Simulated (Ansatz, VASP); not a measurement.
## Two plane-wave programs on MnAl5

```
CELL_PARAMETERS angstrom
4.44363 0.00000 0.00000
-2.22182 3.84830 0.00000
0.00000 0.00000 5.16090
ATOMIC_POSITIONS crystal
Mn 0.00000 0.00000 0.50000
Al 0.66667 0.33333 0.74329
Al 0.00000 0.00000 0.00000
Al 0.66667 0.33333 0.25671
Al 0.33333 0.66667 0.25671
Al 0.33333 0.66667 0.74329
```

Change from the starting cell: species swapped into the BaSn5 type (P6/mmm, No. 191).

Alike in both runs: task relaxation of cell and atoms; functional PBE; k mesh 12 × 12 × 8; occupations gaussian, width 0.1 eV; no spin polarisation.

|  | VASP | Ansatz |
| --- | --- | --- |
| version | VASP 6.6.1 | Ansatz 0.2.0 |
| potentials or method | VASP PAW PBE potentials, release 64 (Mn_pv, Al), cutoff 600 eV | scalar-relativistic, plane waves, PAW |
| valence electrons in the cell | 28 | 30 |

Ansatz gave:

```
gap on the k mesh at the Fermi level, each at its own relaxed structure (eV) : none
relaxed volume (Å³/atom)                                                     : 14.73
relaxed cell length with the largest relative difference (Å)                 : 4.447
```

Which values does VASP return?

gap on the k mesh at the Fermi level, each at its own relaxed structure (eV): none; relaxed volume (Å³/atom): 14.73; relaxed cell length with the largest relative difference (Å): 4.449.

A gap of «none» marks a metal or a gap that the smearing closes. VASP's potentials hold 28 valence electrons a cell and Ansatz's 30, so a difference there can come from the potentials and not from the codes.
